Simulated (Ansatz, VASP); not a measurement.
## AlNi: VASP beside Ansatz

```
CELL_PARAMETERS angstrom
2.30068 -1.39468 0.00000
2.30068 1.39468 0.00000
-1.35645 0.00000 3.88084
ATOMIC_POSITIONS crystal
Ni 0.50000 0.50000 0.50000
Al 0.00000 0.00000 0.00000
```

Alike in both runs: task single point; functional PBEsol; k mesh 11 × 11 × 7; occupations gaussian, width 0.1 eV; collinear spin.

|  | VASP | Ansatz |
| --- | --- | --- |
| version | VASP 6.6.1 | Ansatz 0.2.0 |
| potentials or method | VASP PAW PBE potentials, release 64 (Ni, Al) | Ansatz PAW |
| plane-wave cutoff (eV) | 520 | 420 |
| valence electrons in the cell | 13 | 21 |

Ansatz gave:

* gap on the k mesh at the Fermi level (eV): none
* pressure (GPa): -3.1
* traceless stress, the component that is largest in VASP (GPa): 1.12
* net moment per atom (μB): 0.00

Problem. Which values does VASP return?

Solution. gap on the k mesh at the Fermi level (eV): none; pressure (GPa): -2.7; traceless stress, the component that is largest in VASP (GPa): 1.15; net moment per atom (μB): 0.00.

VASP's potentials were made for PBE, not for PBEsol. A gap of «none» marks a metal or a gap that the smearing closes. VASP's potentials hold 13 valence electrons a cell and Ansatz's 21, so a difference there can come from the potentials and not from the codes.
